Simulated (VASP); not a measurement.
MgO: single point with PBE

Crystal: MgO.

```
CELL_PARAMETERS angstrom
2.62335 0.00000 0.00000
0.00000 2.62335 0.00000
0.00000 0.00000 2.62335
ATOMIC_POSITIONS crystal
Mg 0.00000 0.00000 0.00000
O 0.50000 0.50000 0.50000
```

| Quantity | Value |
| --- | --- |
| Program | VASP 6.6.1 |
| Task | single point |
| Functional | PBE |
| Potentials or basis | VASP PAW PBE potentials, release 64 (Mg, O) |
| Cutoff | 520 eV |
| k mesh | 6 × 6 × 6 |
| Occupations | gaussian, width 0.01 eV |
| Spin | no spin polarisation |

```
Pressure               : 5.5 GPa
Band gap on the k mesh : 2.62 eV, indirect (least direct gap 3.64 eV)
```

Levels at points of the mesh, in eV from the valence-band top:
```
           k point  band 1  band 2  band 3  band 4  band 5  band 6  band 7  band 8
(0.00, 0.00, 0.00)  -18.59   -1.02   -1.02   -1.02    2.62   10.47   10.47   20.48
(0.50, 0.00, 0.00)  -17.35   -6.57   -0.57   -0.57    7.11    9.55   14.60   17.49
(0.50, 0.50, 0.00)  -16.46   -4.76   -4.76    0.00    4.99   12.30   12.30   13.43
(0.50, 0.50, 0.50)  -15.60   -3.67   -3.67   -3.67    7.53    7.53    7.53   16.50
```

It took 7.7 s on 1 thread of Intel Xeon 8259CL, on a shared host, peak memory 0.12 GiB.

A k mesh can miss the band edges. A hybrid or GW would open this gap; PBE tends to underestimate it.
